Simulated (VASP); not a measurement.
Input of a VASP 6.6.1 run:

The input INCAR:

```
ALGO = Fast ; EDIFF = 1E-6
ENCUT = 520 ; GGA = PS
ISIF = 2 ; ISMEAR = -1
LASPH = True ; LCHARG = False
LREAL = False ; LWAVE = False
NBANDS = 69 ; NELM = 100
PREC = Accurate ; SIGMA = 0.1
```

KPOINTS

```
Automatic mesh
0
Gamma
  3 3 3
  0.5 0 0.5
```

Contents of POSCAR:

```
PAu3Se3
1.0
    5.7502729200      3.2748687900      2.8467876000
   -5.5662797700      3.0439388100      2.7487510000
   -0.1079953900     -6.4305034900      2.9225506500
P Au Se
2 6 6
Direct
    0.9793550000      0.9648800000      0.9675420000
    0.4810240000      0.4994840000      0.4624870000
    0.4779630000      0.2723510000      0.9590810000
    0.9225270000      0.4478130000      0.2869760000
    0.2608940000      0.9165610000      0.4611960000
    0.4294520000      0.7789910000      0.9922610000
    0.7971610000      0.9635550000      0.4453320000
    0.9797260000      0.4107240000      0.7748000000
    0.5720840000      0.2642930000      0.2906020000
    0.2627570000      0.6181850000      0.2745650000
    0.2390010000      0.2830130000      0.5946970000
    0.7366530000      0.7331650000      0.0786450000
    0.7847060000      0.1332000000      0.7837530000
    0.0810910000      0.7313170000      0.7404390000
```

Potentials or basis: VASP PAW PBE potentials, release 64 (P, Au, Se).

Run with:

```sh
$ cat potpaw_PBE.64/P/POTCAR potpaw_PBE.64/Au/POTCAR potpaw_PBE.64/Se/POTCAR > POTCAR
$ mpirun -np 1 vasp_std > vasp.out
```

Q: Estimate the band gap on the k mesh.

A: 0.75 eV (least direct gap 0.98 eV).

Q: Predict the largest force.

A: 9.424 eV/Å.

Q: Estimate the pressure.

A: 8.8 GPa.

Stress tensor (GPa, compression positive):
```
 6.99 -2.53 -3.43
-2.53  9.35  4.57
-3.43  4.57 10.06
```

Caveat: the cell stands under pressure; the PAW data sets were made with another functional, which shifts forces and pressure a little; spin-orbit coupling is left out, which moves the levels of the heavy elements; a shifted mesh leaves out Γ, where band edges can lie. A k mesh can miss the band edges.
